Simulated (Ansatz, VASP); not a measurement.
ZrC: VASP beside Ansatz

File INCAR:

```
SYSTEM = ZrC
ALGO     = Normal         ! electronic algorithm
EDIFF    = 1E-6           ! SCF threshold, eV
ENCUT    = 600            ! plane-wave cutoff, eV
GGA      = PS             ! functional
GGA_COMPAT= .FALSE.      
ISIF     = 2              ! what is computed and relaxed
ISMEAR   = -1             ! smearing method
LASPH    = .TRUE.         ! aspherical terms in the spheres
LCHARG   = .FALSE.        ! write CHGCAR
LREAL    = .FALSE.        ! projectors in reciprocal space
LWAVE    = .FALSE.        ! write WAVECAR
NBANDS   = 15             ! bands
NELM     = 120            ! most SCF steps
PREC     = Accurate       ! precision mode
SIGMA    = 0.05           ! smearing width, eV
```

File KPOINTS:

```
k-points
0
G
  15 15 15
  0 0 0
```

File POSCAR:

```
ZrC
1.0
    0.0000000000      2.3423497072      2.3423497072
    2.3423497072      0.0000000000      2.3423497072
    2.3423497072      2.3423497072      0.0000000000
Zr C
1 1
Direct
    0.5000000000      0.5000000000      0.5000000000
    0.0000000000      0.0000000000      0.0000000000
```

Input for Ansatz:

```yaml
crystal:
  lattice:
    - [0.0, 2.3423497072, 2.3423497072]
    - [2.3423497072, 0.0, 2.3423497072]
    - [2.3423497072, 2.3423497072, 0.0]
  atoms:
    - { symbol: Zr, position: [0.5, 0.5, 0.5] }
    - { symbol: C, position: [0.0, 0.0, 0.0] }
kpoints:
  mp_grid: { grid: [15, 15, 15] }
  band_path:
    path:
      - [0.0, 0.0, 0.0]
      - [0.5, 0.0, 0.5]
      - [0.625, 0.25, 0.625]
      - [0.375, 0.375, 0.75]
      - [0.0, 0.0, 0.0]
      - [0.5, 0.5, 0.5]
      - [0.5, 0.25, 0.75]
      - [0.5, 0.0, 0.5]
    npoints: 5
scf:
  occupations: { method: fermi_dirac, width: 0.05 }
hamiltonian:
  xc: pbesol
  pseudopotentials: { kind: all_electron, lapw: { basis_error: 0.00025 } }
output:
  forces: true
  stress: true
  eigenvalues: true
```

Change from the starting cell: volume scaled by 0.99.

Alike in both runs: task single point; functional PBEsol; k mesh 15 × 15 × 15; occupations fermi-dirac, width 0.05 eV; no spin polarisation.

|  | VASP | Ansatz |
| --- | --- | --- |
| version | VASP 6.6.1 | Ansatz 0.2.0 |
| potentials or method | VASP PAW PBE potentials, release 64 (Zr_sv, C), cutoff 600 eV | all-electron LAPW, scalar-relativistic |

|  | VASP | Ansatz | Ansatz less VASP |
| --- | --- | --- | --- |
| pressure (GPa) | -2.1 | -2.3 | -0.24 |

VASP's potentials were made for PBE, not for PBEsol. Ansatz ran all-electron here, and VASP with PAW potentials.
